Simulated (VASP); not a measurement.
Here is a VASP 6.6.1 calculation.

INCAR

```
SYSTEM = KNaF2
PREC = Accurate
ENCUT = 520
EDIFF = 1E-7
ISMEAR = 0
SIGMA = 0.01
LREAL = .FALSE.
LASPH = .TRUE.
NELM = 80
ALGO = Normal
ISIF = 2
LWAVE = .FALSE.
LCHARG = .FALSE.
GGA = PE
NBANDS = 23
```

Contents of KPOINTS:

```
Automatic mesh
0
G
  8 8 8
  0 0 0
```

Contents of POSCAR:

```
KNaF2
1.0
    1.7467771466      1.0085022558      5.7844868930
   -1.7467771466      1.0085022558      5.7844868930
    0.0000000000     -2.0170045116      5.7844868930
Na K F
1 1 2
Direct
    1.0000000000      0.0000000000      0.0000000000
    0.5000000000      0.5000000000      0.5000000000
    0.2600112607      0.2600112607      0.2600112607
    0.7399887393      0.7399887393      0.7399887393
```

Potentials or basis: VASP PAW PBE potentials, release 64 (Na_pv, K_sv, F).

Command:

```sh
$ cat potpaw_PBE.64/Na_pv/POTCAR potpaw_PBE.64/K_sv/POTCAR potpaw_PBE.64/F/POTCAR > POTCAR
$ mpirun -np 1 vasp_std > vasp.out
```

Predict the largest force.

0.091 eV/Å.

Estimate the band gap on the k mesh.

6.24 eV, direct.

Stress tensor (GPa, compression positive):
```
2.50 0.00 0.00
0.00 2.50 0.00
0.00 0.00 2.75
```

 A k mesh can miss the band edges.
